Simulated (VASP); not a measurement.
Wanted: the native input for a VASP 6.6.1 run.

| Item | Value |
| --- | --- |
| Task | single point |
| Functional | PBE |
| Potentials or basis | VASP PAW PBE potentials, release 64 (Be, Al) |
| Cutoff | 520 eV |
| k mesh | 18 × 18 × 1 |
| Occupations | gaussian, width 0.1 eV |
| Spin | no spin polarisation |
| Dipole correction | yes |
| Further INCAR settings | ALGO = Normal; EDIFF = 1e-06; NBANDS = 10 |

The structure of Be2Al lies in POSCAR:

```
Be2Al
1.0
    2.5740397766      0.0000000000      0.0000000000
    0.0000000000      2.5740397766      0.0000000000
    0.0000000000      0.0000000000     29.6498463564
Be Al
2 1
Direct
    1.0000000000      1.0000000000      0.3260007090
    1.0000000000      1.0000000000      0.2136310924
    0.5000000000      0.5000000000      0.2698159007
```

The input as run:

INCAR

```
SYSTEM = Be2Al
ALGO = Normal
DIPOL = 0.5 0.5 0.270
EDIFF = 1E-6
ENCUT = 520
GGA = PE
IDIPOL = 3
ISIF = 2
ISMEAR = 0
LASPH = .True.
LCHARG = .True.
LDIPOL = .True.
LELF = .True.
LREAL = .False.
LVACPOTAV = .True.
LVHAR = .True.
LWAVE = .False.
NBANDS = 10
NELM = 100
PREC = Accurate
SIGMA = 0.1
```

KPOINTS

```
k-points
0
Gamma
  18 18 1
  0 0 0
```

Potentials or basis: VASP PAW PBE potentials, release 64 (Be, Al).

Command:

```bash
$ cat potpaw_PBE.64/Be/POTCAR potpaw_PBE.64/Al/POTCAR > POTCAR
$ mpirun -np 1 vasp_std > vasp.out
```

Results of the run:

| Property | Result |
| --- | --- |
| Largest force | 0.214 eV/Å |

Run time: 100 s on 1 thread of Intel(R) Xeon(R) Platinum 8375C CPU @ 2.90GHz (Ice Lake), with other jobs on the host, peak memory 0.35 GiB.
